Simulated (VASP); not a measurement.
Input of a VASP 6.6.1 run:

The input INCAR:

```
  PREC = Accurate
  ENCUT = 600
  EDIFF = 1E-6
  ISMEAR = -1
  SIGMA = 0.05
  LREAL = False
  LASPH = True
  NELM = 120
  ALGO = Normal
  ISIF = 2
  LWAVE = False
  LCHARG = False
  GGA = PS
  NBANDS = 15
  GGA_COMPAT = False
```

KPOINTS

```
Automatic mesh
0
Gamma
  8 8 8
```

Contents of POSCAR:

```
CaO
1.0
   -0.0120177785      2.4035556960      2.4035556960
    2.4035556960     -0.0120177785      2.4035556960
    2.3915379175      2.3915379175      0.0000000000
Ca O
1 1
Direct
    0.0000000000      0.0000000000      0.0000000000
    0.5000000000      0.5000000000      0.5000000000
```

Potentials or basis: VASP PAW PBE potentials, release 64 (Ca_sv, O).

The run is started by

```bash
$ cat potpaw_PBE.64/Ca_sv/POTCAR potpaw_PBE.64/O/POTCAR > POTCAR
$ mpirun -np 1 vasp_std > vasp.out
```

Task: Estimate the band gap on the k mesh.

Result: 3.52 eV (least direct gap 3.89 eV).

Task: Predict the pressure.

Result: -2.3 GPa.

Stress tensor (GPa, compression positive):
```
-2.26  0.76  0.00
 0.76 -2.26  0.00
 0.00  0.00 -2.27
```

Caveat: the PAW data sets were made with another functional, which shifts forces and pressure a little. A k mesh can miss the band edges.
